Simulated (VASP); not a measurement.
Write the native input for VASP 6.6.1 that does the following.

| Item | Value |
| --- | --- |
| Task | single point |
| Functional | r2SCAN0 |
| Potentials or basis | VASP PAW PBE potentials, release 64 (In_d, As) |
| Cutoff | 520 eV |
| k mesh | 4 × 4 × 4 |
| Occupations | fermi-dirac, width 0.05 eV |
| Spin | no spin polarisation |
| Dipole correction | no |
| Grid for exact exchange (PRECFOCK) | Normal |
| Further INCAR settings | ALGO = Normal; EDIFF = 1e-06; NBANDS = 16 |
| Share of exact exchange | 0.25 |

The system is InAs.

```xyz
2
Lattice="0.0000 2.9977 2.9977 2.9977 0.0000 2.9977 2.9977 2.9977 0.0000" Properties=species:S:1:pos:R:3 pbc="T T T"
In    0.0000    0.0000    0.0000
As    4.4966    4.4966    4.4966
```

One way to write it, as run:

POSCAR

```
InAs
1.0
    0.0000000000      2.9977443561      2.9977443561
    2.9977443561      0.0000000000      2.9977443561
    2.9977443561      2.9977443561      0.0000000000
In As
1 1
Direct
    0.0000000000      0.0000000000      0.0000000000
    0.7500000000      0.7500000000      0.7500000000
```

INCAR.step1

```
SYSTEM = InAs
PREC = Accurate
ENCUT = 520
EDIFF = 1E-5
ISMEAR = -1
SIGMA = 0.05
LREAL = .False.
LASPH = .True.
NELM = 60
ALGO = Normal
ISIF = 2
LWAVE = .True.
NBANDS = 16
GGA = PE
```

INCAR.step2

```
SYSTEM = InAs
PREC = Accurate
ENCUT = 520
EDIFF = 1E-6
ISMEAR = -1
SIGMA = 0.05
LREAL = .False.
LASPH = .True.
NELM = 60
ALGO = Normal
ISIF = 2
LWAVE = .False.
LCHARG = .True.
METAGGA = R2SCAN
LHFCALC = .True.
AEXX = 0.25
LMIXTAU = .True.
PRECFOCK = Normal
LELF = .True.
LVHAR = .True.
NBANDS = 16
ISTART = 1
```

KPOINTS

```
regular mesh
0
Gamma
  4 4 4
  0 0 0
```

Potentials or basis: VASP PAW PBE potentials, release 64 (In_d, As).

The run is started by

```console
$ cat potpaw_PBE.64/In_d/POTCAR potpaw_PBE.64/As/POTCAR > POTCAR
$ cp INCAR.step1 INCAR
$ mpirun -np 1 vasp_std > vasp.out
$ cp INCAR.step2 INCAR
$ mpirun -np 1 vasp_std > vasp.out
```

It gave:

```json
{
  "Pressure": "2.2 GPa",
  "Band gap on the k mesh": "1.68 eV"
}
```

Caveat: the k points lie up to 0.45 Å⁻¹ apart; the PAW data sets were made with another functional, which shifts forces and pressure a little; spin-orbit coupling is left out, which moves the levels of the heavy elements.

Wall time 7.4 min on 1 thread of Intel(R) Xeon(R) Platinum 8259CL CPU @ 2.50GHz (Skylake/Cascade Lake) (shared host), peak memory 0.19 GiB.
